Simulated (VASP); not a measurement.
Here is a VASP 6.6.1 calculation.

The input INCAR:

```
SYSTEM = Co3Ir
  PREC = Accurate
  ENCUT = 600
  EDIFF = 1E-6
  ISMEAR = -1
  SIGMA = 0.1
  LREAL = .FALSE.
  LASPH = .TRUE.
  NELM = 200
  ALGO = Normal
  ISIF = 2
  LWAVE = .FALSE.
  LCHARG = .FALSE.
  ISPIN = 2
  MAGMOM = 2 2 2 -2 -2 -2 0 0
  LORBIT = 11
  LMAXMIX = 4
  GGA = CA
  NBANDS = 50
  GGA_COMPAT = .FALSE.
```

Contents of KPOINTS:

```
Automatic mesh
0
G
  4 7 7
  0 0 0
```

Contents of POSCAR:

```
Co3Ir
1.0
    7.1651200000      0.0000000000      0.0000000000
    0.0000000000      3.5825600000      0.0000000000
    0.0000000000      0.0000000000      3.5825600000
Co Ir
6 2
Direct
    0.0000000000      0.5000000000      0.5000000000
    0.2500000000      0.0000000000      0.5000000000
    0.2500000000      0.5000000000      0.0000000000
    0.5000000000      0.5000000000      0.5000000000
    0.7500000000      0.0000000000      0.5000000000
    0.7500000000      0.5000000000      0.0000000000
    0.0000000000      0.0000000000      0.0000000000
    0.5000000000      0.0000000000      0.0000000000
```

Potentials or basis: VASP PAW LDA potentials, release 64 (Co, Ir).

Run with:

```console
$ cat potpaw_LDA.64/Co/POTCAR potpaw_LDA.64/Ir/POTCAR > POTCAR
$ mpirun -np 1 vasp_std > vasp.out
```

(1) Predict the band gap on the k mesh.

(2) What does it give for the pressure?

(3) What does it give for the site moments?

## Answers

(1) zero (filled and empty bands overlap).

(2) -16.5 GPa.

(3) Co +0.70, +0.74, -0.70, -0.74; Ir +0.06, -0.06 μB.

Caveat: spin-orbit coupling is left out, which moves the levels of the heavy elements.
